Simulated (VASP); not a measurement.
Write the native input for VASP 6.6.1 that does the following.

```yaml
Task: relaxation of cell and atoms
Functional: BLYP
Potentials_or_basis: VASP PAW PBE potentials, release 64 (Cs_sv)
Cutoff: 600 eV
k_mesh: 3 × 3 × 3
Occupations: fermi-dirac, width 0.1 eV
Spin: no spin polarisation
Dipole_correction: no
Further_INCAR_settings: ALGO = Normal; EDIFF = 1e-06; IBRION = 2; EDIFFG = -0.01; NSW = 80; ISIF = 3
```

The structure of Cs lies in POSCAR:

```
Cs
1.0
    9.5958393591      0.0000000000      0.0000000000
    0.0000000000      9.5958393591      0.0000000000
    0.0000000000      0.0000000000      9.5958393591
Cs
8
Direct
    0.0000000000      0.0000000000      0.0000000000
    0.5000000000      0.5000000000      0.5000000000
    0.2500000000      0.0000000000      0.5000000000
    0.7500000000      0.0000000000      0.5000000000
    0.5000000000      0.2500000000      0.0000000000
    0.5000000000      0.7500000000      0.0000000000
    0.0000000000      0.5000000000      0.2500000000
    0.0000000000      0.5000000000      0.7500000000
```

One way to write it, as run:

INCAR

```
AGGAC = 1.0 ; AGGAX = 1.0
ALDAC = 0.0 ; ALDAX = 1.0
ALGO = Normal ; EDIFF = 1E-6
EDIFFG = -0.01 ; ENCUT = 600
GGA = B5 ; IBRION = 2
ISIF = 3 ; ISMEAR = -1
LASPH = True ; LCHARG = False
LREAL = False ; LWAVE = False
NELM = 60 ; NSW = 80
PREC = Accurate ; SIGMA = 0.1
```

KPOINTS

```
k-points
0
Gamma
  3 3 3
```

Potentials or basis: VASP PAW PBE potentials, release 64 (Cs_sv).

Run with:

```bash
$ cat potpaw_PBE.64/Cs_sv/POTCAR > POTCAR
$ mpirun -np 1 vasp_std > vasp.out
```

Results of the run:

| Property | Result |
| --- | --- |
| Relaxed volume | 126.51 Å³/atom |
| Relaxed cell | a = 10.040 Å, b = 10.040 Å, c = 10.040 Å, α = 90.00°, β = 90.00°, γ = 90.00° |
| Space group after relaxing (to 0.1 Å) | Pm-3n (No. 223) |
| Energy gained by relaxing | 12.8 meV/atom |
| Ionic steps | 4 |
| Pressure after relaxing | 0.0 GPa |

Caveat: the PAW data sets were made with another functional, which shifts forces and pressure a little.

It took 13 min on 1 thread of Intel(R) Xeon(R) 6975P-C (Granite Rapids), on a shared host, peak memory 1 GiB.
